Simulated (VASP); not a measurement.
A run of VASP 6.6.1 is set up as follows.

INCAR

```
  PREC = Accurate
  ENCUT = 520
  EDIFF = 1E-8
  ISMEAR = -1
  SIGMA = 0.05
  LREAL = False
  LASPH = True
  NELM = 80
  ALGO = Normal
  ISIF = 2
  LWAVE = False
  LCHARG = False
  GGA = CA
  LEFG = True
  NBANDS = 15
```

File KPOINTS:

```
Automatic mesh
0
Gamma
  13 13 11
```

Contents of POSCAR:

```
TaN
1.0
    2.9399421781      0.0000000000      0.0000000000
   -1.4699710891      2.5460646119      0.0000000000
    0.0000000000      0.0000000000      2.8901750800
Ta N
1 1
Direct
    0.0000000000      0.0000000000      0.5000000000
    0.6666666667      0.3333333333      0.0000000000
```

Potentials or basis: VASP PAW LDA potentials, release 64 (Ta_pv, N).

Command:

```bash
$ cat potpaw_LDA.64/Ta_pv/POTCAR potpaw_LDA.64/N/POTCAR > POTCAR
$ mpirun -np 1 vasp_std > vasp.out
```

Problem. Estimate the pressure.

Solution. -11.1 GPa.

Problem. What does it give for the band gap on the k mesh?

Solution. Zero (band 8 reaches 8.13 eV, above the bottom of band 9 at 7.96 eV).

Electric field gradients, principal values (V/Å²):
| atom | least | middle | greatest (by size) |
| --- | --- | --- | --- |
| 1 Ta | -9.875 | -9.876 | 19.750 |
| 2 N | -0.172 | -0.174 | 0.346 |

Caveat: without QUAD_EFG the Cq values of the log hold for a quadrupole moment of 1 mb, not for the nuclei; spin-orbit coupling is left out, which moves the levels of the heavy elements.
